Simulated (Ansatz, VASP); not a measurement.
## Two plane-wave programs on GaP

```
CELL_PARAMETERS angstrom
0.00000 2.71894 2.71894
2.71894 0.00000 2.71894
2.71894 2.71894 0.00000
ATOMIC_POSITIONS crystal
Ga 0.00000 0.00000 0.00000
P 0.75000 0.75000 0.75000
```

Alike in both runs: functional PBEsol; k mesh 8 × 8 × 8; occupations gaussian, width 0.02 eV; no spin polarisation.

Ansatz relaxed the structure, and its values are those at the end. VASP's run is a single point on that final structure, the one shown.

|  | VASP | Ansatz |
| --- | --- | --- |
| version | VASP 6.6.1 | Ansatz 0.2.0 |
| potentials or method | VASP PAW PBE potentials, release 64 (Ga_d, P), cutoff 520 eV | scalar-relativistic, plane waves, PAW |
| valence electrons in the cell | 18 | 18 |

```tsv
	VASP	Ansatz	Ansatz less VASP
gap on the k mesh at the Fermi level (eV)	1.50	1.50	-0.003
least direct gap on the mesh (eV)	1.81	1.80	-0.007
pressure (GPa)	-0.1	0.0	+0.09
```

VASP's potentials were made for PBE, not for PBEsol. With one functional, cell and mesh, what is left measures potentials, basis and numerics.
